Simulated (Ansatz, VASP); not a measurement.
One calculation of Tl, two programs

Contents of INCAR:

```
  ALGO = Normal
  EDIFF = 1E-7
  ENCUT = 520
  ISIF = 2
  ISMEAR = -1
  LASPH = True
  LCHARG = False
  LREAL = False
  LWAVE = False
  NBANDS = 34
  NELM = 60
  PREC = Accurate
  SIGMA = 0.05
```

KPOINTS

```
k-points
0
Gamma
  9 9 3
```

Contents of POSCAR:

```
Tl
1.0
    3.5086375776      0.0000000000      0.0000000000
   -1.7543187888      3.0385692748      0.0000000000
    0.0000000000      0.0000000000     11.2656046300
Tl
4
Direct
    0.6666666667      0.3333333333      0.7500000000
    0.0000000000      0.0000000000      0.5000000000
    0.3333333333      0.6666666667      0.2500000000
    0.0000000000      0.0000000000      0.0000000000
```

File input.yaml:

```yaml
crystal:
  lattice:
    - [3.5086375776, 0.0, 0.0]
    - [-1.7543187888, 3.0385692748, 0.0]
    - [0.0, 0.0, 11.26560463]
  atoms:
    - { symbol: Tl, position: [0.6666666667, 0.3333333333, 0.75] }
    - { symbol: Tl, position: [0.0, 0.0, 0.5] }
    - { symbol: Tl, position: [0.3333333333, 0.6666666667, 0.25] }
    - { symbol: Tl, position: [0.0, 0.0, 0.0] }
kpoints:
  mp_grid: { grid: [9, 9, 3] }
  band_path:
    path:
      - [0.0, 0.0, 0.0]
      - [0.5, 0.0, 0.0]
      - [0.3333333333, 0.3333333333, 0.0]
      - [0.0, 0.0, 0.0]
      - [0.0, 0.0, 0.5]
      - [0.5, 0.0, 0.5]
      - [0.3333333333, 0.3333333333, 0.5]
      - [0.0, 0.0, 0.5]
    npoints: 8
scf:
  occupations: { method: fermi_dirac, width: 0.05 }
hamiltonian:
  xc: lda
  pseudopotentials: { kind: all_electron, lapw: { basis_error: 0.002 } }
output:
  forces: true
  stress: true
  eigenvalues: true
```

Alike in both runs: functional LDA; k mesh 9 × 9 × 3; occupations fermi-dirac, width 0.05 eV; no spin polarisation.

```csv
,VASP,Ansatz
version,VASP 6.6.1,Ansatz 0.2.0
potentials or method,"VASP PAW LDA potentials, release 64 (Tl_d), cutoff 520 eV","all-electron LAPW, scalar-relativistic"
task,single point,band structure
```

|  | VASP | Ansatz | Ansatz less VASP |
| --- | --- | --- | --- |
| gap on the k mesh at the Fermi level (eV) | none | none | - |
| pressure (GPa) | -3.3 | -3.3 | -0.01 |
| traceless stress, the component that is largest in VASP (GPa) | -0.11 | -0.13 | -0.019 |

LDA's correlation is that of Perdew and Zunger in VASP and of Perdew and Wang (1992) in Ansatz. A gap of «none» marks a metal or a gap that the smearing closes. Ansatz ran all-electron here, and VASP with PAW potentials.

Spin-orbit coupling is off throughout.
